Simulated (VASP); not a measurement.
# Zn (C2/m) in VASP: single point with PBE

Aim: the single point of Zn with PBE.

Everything below comes from runs of VASP 6.6.1. Logs are shortened: lines on timing, memory, paths and dates and some standing lists are left out, and cuts for length are marked.

## 1. The cell of the first run

The structure is monoclinic, space group C2/m (No. 12). Conventional cell: a = 5.430 Å, b = 3.446 Å, c = 4.253 Å, α = 90.00°, β = 117.67°, γ = 90.00°. Within 1.6 Å of Zn (site symmetry m) lie 1 Zn at 1.16 Å.

## 2. Single point, PBE

INCAR

```
SYSTEM = Zn
  PREC = Accurate
  ENCUT = 520
  EDIFF = 1E-7
  ISMEAR = 0
  SIGMA = 0.1
  LREAL = .FALSE.
  LASPH = .TRUE.
  NELM = 60
  ALGO = Fast
  ISIF = 2
  LWAVE = .FALSE.
  LCHARG = .TRUE.
  GGA = PE
  LELF = .TRUE.
  LVHAR = .TRUE.
  NBANDS = 19
```

KPOINTS

```
Automatic mesh
0
G
  6 6 6
  0 0 0
```

POSCAR

```
Zn
1.0
    2.7152095226     -1.7232007131      0.0000000000
    2.7152095226      1.7232007131      0.0000000000
   -1.9749618952      0.0000000000      3.7670102309
Zn
2
Direct
    0.0640000000      0.0640000000      0.1530000000
    0.9360000000      0.9360000000      0.8470000000
```

Potentials or basis: VASP PAW PBE potentials, release 64 (Zn).

Launch:

```bash
cat potpaw_PBE.64/Zn/POTCAR > POTCAR
mpirun -np 1 vasp_std > vasp.out
```

OUTCAR:

```text
SYSTEM = Zn
   PREC = Accurate
   ENCUT = 520
   EDIFF = 1E-7
   ISMEAR = 0
   LREAL = .FALSE.
   LASPH = .TRUE.
   NELM = 60
   ISIF = 2
   GGA = PE

 ion  position               nearest neighbor table
   1  0.064  0.064  0.153-   2 1.16
   2  0.936  0.936  0.847-   1 1.16

 -----------------------------------------------------------------------------
|                                                                             |
|           W    W    AA    RRRRR   N    N  II  N    N   GGGG   !!!           |
|           W    W   A  A   R    R  NN   N  II  NN   N  G    G  !!!           |
|           W    W  A    A  R    R  N N  N  II  N N  N  G       !!!           |
|           W WW W  AAAAAA  RRRRR   N  N N  II  N  N N  G  GGG   !            |
|           WW  WW  A    A  R   R   N   NN  II  N   NN  G    G                |
|           W    W  A    A  R    R  N    N  II  N    N   GGGG   !!!           |
|                                                                             |
|     The distance between some ions is very small. Please check the          |
|     nearest-neighbor list in the OUTCAR file.                               |
|     I HOPE YOU KNOW WHAT YOU ARE DOING!                                     |
|                                                                             |
 -----------------------------------------------------------------------------

  LATTYP: Found a base centered monoclinic cell.
 ALAT       =     5.4304190452
 B/A-ratio  =     0.6346474181
 C/A-ratio  =     0.7832421112
 COS(beta)  =    -0.4643327837

  Lattice vectors:

 A1 = (   2.7152095226,  -1.7232007131,   0.0000000000)
 A2 = (   2.7152095226,   1.7232007131,   0.0000000000)
 A3 = (  -1.9749618952,   0.0000000000,   3.7670102309)

Analysis of symmetry for initial positions (statically):
=====================================================================
 Subroutine PRICEL returns:
 Original cell was already a primitive cell.

 Routine SETGRP: Setting up the symmetry group for a
 base centered monoclinic supercell.

 Subroutine GETGRP returns: Found  4 space group operations
 (whereof  4 operations were pure point group operations)
 out of a pool of  4 trial point group operations.

The static configuration has the point symmetry C_2h.

Analysis of symmetry for dynamics (positions and initial velocities):
=====================================================================
 Subroutine PRICEL returns:
 Original cell was already a primitive cell.

 Routine SETGRP: Setting up the symmetry group for a
 base centered monoclinic supercell.

 Subroutine GETGRP returns: Found  4 space group operations
 (whereof  4 operations were pure point group operations)
 out of a pool of  4 trial point group operations.

The dynamic configuration has the point symmetry C_2h.

 Subroutine INISYM returns: Found  4 space group operations
 (whereof  4 operations are pure point group operations),
 and found     1 'primitive' translations

----------------------------------------------------------------------------------------

                                     Primitive cell

  volume of cell :      35.2506

  direct lattice vectors                    reciprocal lattice vectors
     2.715209523 -1.723200713  0.000000000     0.184147852 -0.290157726  0.096544731
     2.715209523  1.723200713  0.000000000     0.184147852  0.290157726  0.096544731
    -1.974961895  0.000000000  3.767010231     0.000000000  0.000000000  0.265462512

  length of vectors
     3.215864339  3.215864339  4.253332878     0.356963334  0.356963334  0.265462512

  position of ions in fractional coordinates (direct lattice)
     0.064000000  0.064000000  0.153000000
     0.936000000  0.936000000  0.847000000

  ion indices of the primitive-cell ions
   primitive index   ion index
                 1           1
                 2           2

----------------------------------------------------------------------------------------

 KPOINTS: Automatic mesh

Automatic generation of k-mesh.
 Grid dimensions read from file:
 generate k-points for:    6    6    6

 Generating k-lattice:

  Cartesian coordinates                     Fractional coordinates (reciprocal lattice)
     0.030691309 -0.048359621  0.016090789     0.166666667  0.000000000  0.000000000
     0.030691309  0.048359621  0.016090789     0.000000000  0.166666667  0.000000000
     0.000000000  0.000000000  0.044243752     0.000000000  0.000000000  0.166666667

  Length of vectors
     0.059493889  0.059493889  0.044243752

  Shift w.r.t. Gamma in fractional coordinates (k-lattice)
     0.000000000  0.000000000  0.000000000

 Subroutine IBZKPT returns following result:
 ===========================================

 Found     68 irreducible k-points:

 Following reciprocal coordinates:
            Coordinates               Weight
  0.000000  0.000000  0.000000      1.000000
  0.166667  0.000000  0.000000      4.000000
  0.333333 -0.000000  0.000000      4.000000
  0.500000 -0.000000  0.000000      2.000000
  0.166667  0.166667  0.000000      2.000000
  0.333333  0.166667  0.000000      4.000000
[... 16 lines left out ...]
 -0.333333  0.166667  0.166667      4.000000
 -0.166667  0.166667  0.166667      4.000000
 [... further k-points ...]
   k-points           NKPTS =     68   k-points in BZ     NKDIM =     68   number of bands    NBANDS=     19
   number of dos      NEDOS =    301   number of ions     NIONS =      2
   total plane-waves  NPLWV =  18432
   dimension x,y,z NGX =    24 NGY =   24 NGZ =   32
   dimension x,y,z NGXF=    48 NGYF=   48 NGZF=   64
   ions per type =               2
   NGX,Y,Z   is equivalent  to a cutoff of  12.41, 12.41, 12.51 a.u.
   NGXF,Y,Z  is equivalent  to a cutoff of  24.81, 24.81, 25.02 a.u.
 SYSTEM =  Zn
   PREC   = accura    normal or accurate (medium, high low for compatibility)
   ISTART =      0    job   : 0-new  1-cont  2-samecut
   ICHARG =      2    charge: 1-file 2-atom 10-const
   ISPIN  =      1    spin polarized calculation?
   LNONCOLLINEAR =      F non collinear calculations
   LSORBIT =      F    spin-orbit coupling
   LASPH  =      T    aspherical Exc in radial PAW
   ENCUT  =  520.0 eV  38.22 Ry    6.18 a.u.   5.98  5.98  7.91*2*pi/ulx,y,z
   NELM   =     60;   NELMIN=  2; NELMDL= -5     # of ELM steps
   EDIFF  = 0.1E-06   stopping-criterion for ELM
   LREAL  =      F    real-space projection
   EDIFFG = 0.1E-05   stopping-criterion for IOM
   NSW    =      0    number of steps for IOM
   IBRION =     -1    ionic relax: 0-MD 1-quasi-New 2-CG
   NFREE  =      0    steps in history (QN), initial steepest desc. (CG)
   ISIF   =      2    stress and relaxation
   ISYM   =      2    0-nonsym 1-usesym 2-fastsym
   POTIM  = 0.5000    time-step for ionic-motion
   TEBEG  =    0.0;   TEEND  =   0.0 temperature during run
   PSTRESS=    0.0 pullay stress
   NELECT =      24.0000    total number of electrons
   NUPDOWN=      -1.0000    fix difference up-down
   EMIN   =  10.00;   EMAX   =-10.00  energy-range for DOS
   EFERMI =   0.00;   METHOD = LEGACY
   ISMEAR =     0;   SIGMA  =   0.10  broadening in eV -4-tet -1-fermi 0-gaus
   EFERMI_NEDOS =   21; number of points for ismear=-14 and -15
   IALGO  =     68    algorithm
   IMIX   =      4    mixing-type and parameters
     AMIX     =   0.40;   BMIX     =  1.00
     AMIX_MAG =   1.60;   BMIX_MAG =  1.00
  volume/ion in A,a.u.               =      17.63       118.94
  Fermi-wavevector in a.u.,A,eV,Ry     =   1.440201  2.721586 28.220935  2.074180
  Thomas-Fermi vector in A             =   2.558972
   LORBIT       =      0    0 simple, 1 ext, 2 COOP (PROOUT), +10 PAW based schemes
   GGA     = PE    functional components
   LHFCALC =     F    Hartree Fock is set to
   AEXX    =    0.0000 exact exchange contribution
   IVDW    =     0    specifies the selected vdW correction
   LEPSILON=     F    determine dielectric tensor
   LRPA    =     F    only Hartree local field effects (RPA)
 non-spin polarized calculation
 RMM-DIIS sequential band-by-band and
 Gauss-broadening in eV      SIGMA  =   0.10
  energy-cutoff  :      520.00
  volume of cell :       35.25
 maximum number of plane-waves:       964
   NGX = 11   NGY = 11   NGZ = 15

 number of electron      24.0000020 magnetization

 Free energy of the ion-electron system (eV)
  ---------------------------------------------------
  ext. energy  EPLUGINS =         0.00000000
  ---------------------------------------------------
  free energy    TOTEN  =        46.57773724 eV

  energy without entropy =       46.58050749  energy(sigma->0) =       46.57912236

 E-fermi :   2.4304     XC(G=0): -10.4046

 val. band max:        2.4066211355   @ k =  -0.3333   0.5000   0.1667
 cond. band min:       2.6146769047   @ k =   0.5000   0.3333   0.3333
 fundamental gap:      0.2080557692
 Fermi energy:         2.4303886002

 k-point     1 :       0.0000    0.0000    0.0000
  band No.  band energies     occupation
      1     -13.1725      2.00000
      2     -13.1650      2.00000
      3     -11.2190      2.00000
      4     -10.1077      2.00000
      5      -9.9861      2.00000
      6      -8.4191      2.00000
[... 11 lines left out ...]
     18      15.5234      0.00000
     19      16.3538      0.00000

 k-point     2 :       0.1667    0.0000    0.0000
  band No.  band energies     occupation
      1     -13.2072      2.00000
      2     -13.1707      2.00000
      3     -11.1956      2.00000
      4     -10.1002      2.00000
      5      -9.9575      2.00000
      6      -8.3824      2.00000
[... 11 lines left out ...]
     18      14.4345      0.00000
     19      16.8646      0.00000

 k-point     3 :       0.3333   -0.0000    0.0000
  band No.  band energies     occupation
      1     -13.2762      2.00000
      2     -13.1779      2.00000
      3     -11.1543      2.00000
      4     -10.1276      2.00000
      5      -9.8640      2.00000
      6      -8.3076      2.00000
[... 11 lines left out ...]
     18      13.3619      0.00000
     19      14.9576      0.00000

 k-point     4 :       0.5000   -0.0000    0.0000
  band No.  band energies     occupation
      1     -13.3090      2.00000
      2     -13.1813      2.00000
      3     -11.1358      2.00000
      4     -10.1497      2.00000
      5      -9.8108      2.00000
      6      -8.2694      2.00000
[... 11 lines left out ...]
     18      13.7290      0.00000
     19      13.7676      0.00000

 k-point     5 :       0.1667    0.1667    0.0000
  band No.  band energies     occupation
      1     -13.1982      2.00000
      2     -13.1942      2.00000
      3     -11.1883      2.00000
      4     -10.0276      2.00000
      5     -10.0217      2.00000
      6      -8.3676      2.00000
[... 11 lines left out ...]
     18      15.0585      0.00000
     19      16.4368      0.00000

 k-point     6 :       0.3333    0.1667    0.0000
  band No.  band energies     occupation
      1     -13.2579      2.00000
      2     -13.1986      2.00000
      3     -11.1529      2.00000
      4     -10.0737      2.00000
      5      -9.9207      2.00000
      6      -8.3050      2.00000
[... 11 lines left out ...]
     18      13.3330      0.00000
     19      17.4126      0.00000

 k-point     7 :       0.5000    0.1667    0.0000
  band No.  band energies     occupation
      1     -13.2987      2.00000
      2     -13.2062      2.00000
      3     -11.1256      2.00000
      4     -10.0896      2.00000
      5      -9.8623      2.00000
      6      -8.2565      2.00000
[... 11 lines left out ...]
     18      15.4525      0.00000
     19      15.6294      0.00000

 k-point     8 :      -0.3333    0.1667    0.0000
  band No.  band energies     occupation
      1     -13.2861      2.00000
      2     -13.2063      2.00000
      3     -11.1306      2.00000
      4     -10.0770      2.00000
      5      -9.8830      2.00000
      6      -8.2725      2.00000
[... 256 lines left out ...]
 k-point    20 :       0.1667    0.1667    0.1667
  band No.  band energies     occupation
      1     -13.2173      2.00000
      2     -13.1973      2.00000
      3     -11.1812      2.00000
      4     -10.0370      2.00000
      5     -10.0189      2.00000
      6      -8.3419      2.00000
[... 11 lines left out ...]
     18      16.7936      0.00000
     19      17.7686      0.00000

 k-point    21 :       0.3333    0.1667    0.1667
  band No.  band energies     occupation
      1     -13.2664      2.00000
      2     -13.2074      2.00000
      3     -11.1468      2.00000
      4     -10.0772      2.00000
      5      -9.9204      2.00000
      6      -8.2847      2.00000
[... 11 lines left out ...]
     18      15.0527      0.00000
     19      16.5036      0.00000

 k-point    22 :       0.5000    0.1667    0.1667
  band No.  band energies     occupation
      1     -13.2980      2.00000
      2     -13.2154      2.00000
      3     -11.1238      2.00000
      4     -10.0938      2.00000
      5      -9.8571      2.00000
      6      -8.2468      2.00000
[... 11 lines left out ...]
     18      14.9099      0.00000
     19      18.0439      0.00000

 k-point    23 :      -0.3333    0.1667    0.1667
  band No.  band energies     occupation
      1     -13.2806      2.00000
      2     -13.2158      2.00000
      3     -11.1330      2.00000
      4     -10.0797      2.00000
      5      -9.8789      2.00000
      6      -8.2663      2.00000
[... 11 lines left out ...]
     18      15.4320      0.00000
     19      20.9209      0.00000

 k-point    24 :      -0.1667    0.1667    0.1667
  band No.  band energies     occupation
      1     -13.2450      2.00000
      2     -13.1930      2.00000
      3     -11.1653      2.00000
      4     -10.0968      2.00000
      5      -9.9170      2.00000
      6      -8.3224      2.00000
[... 11 lines left out ...]
     18      15.7257      0.00000
     19      19.1247      0.00000

 [... further k-points ...]
[... 5 lines left out ...]
  --------------------------------------------------------------------------------------
  -------------------------------------------------------------------------------------
  Total        0.3026976     -1.1589978    263.2250288      0.0000000      0.0000000     20.7648084
  in kB       13.7579434    -52.6777464  11963.8719227      0.0000000      0.0000000    943.7837632
  external PRESSURE =    3974.9840399 kB  Pullay stress =       0.0000000 kB

 VOLUME and BASIS-vectors are now :
 -----------------------------------------------------------------------------
  energy-cutoff  :      520.00
  volume of cell :       35.25
      direct lattice vectors                 reciprocal lattice vectors
     2.715209523 -1.723200713  0.000000000     0.184147852 -0.290157726  0.096544731
     2.715209523  1.723200713  0.000000000     0.184147852  0.290157726  0.096544731
    -1.974961895  0.000000000  3.767010231     0.000000000  0.000000000  0.265462512

 POSITION                                       TOTAL-FORCE (eV/Angst)
 -----------------------------------------------------------------------------------
      0.04538      0.00000      0.57635        18.094757      0.000000    229.882358
      3.41008      0.00000      3.19066       -18.094757      0.000000   -229.882358
 -----------------------------------------------------------------------------------
    total drift:                               -0.000000     -0.000000      0.000000

  FREE ENERGIE OF THE ION-ELECTRON SYSTEM (eV)
  ---------------------------------------------------
  free  energy   TOTEN  =        46.5777372351 eV

  energy  without entropy=       46.5805074890  energy(sigma->0) =       46.57912236
```

Wall time 28 s (1 thread of Intel Xeon Platinum 8259CL at 2.50GHz (Skylake/Cascade Lake), shared host); peak memory 0.16 GiB.

What came out:

- Free energy: 46.5777 eV
- Pressure: 397.5 GPa
- Largest force: 230.593 eV/Å
- Band gap on the k mesh: zero (band 12 reaches 5.54 eV, above the bottom of band 13 at 1.19 eV)

Forces on the atoms (eV/Å):
```
Zn    18.095    0.000  229.882
Zn   -18.095    0.000 -229.882
```

Caveat: the k points lie up to 0.37 Å⁻¹ apart; forces of over 1 eV/Å act on the atoms, so gaps and moduli don't describe the material at rest.
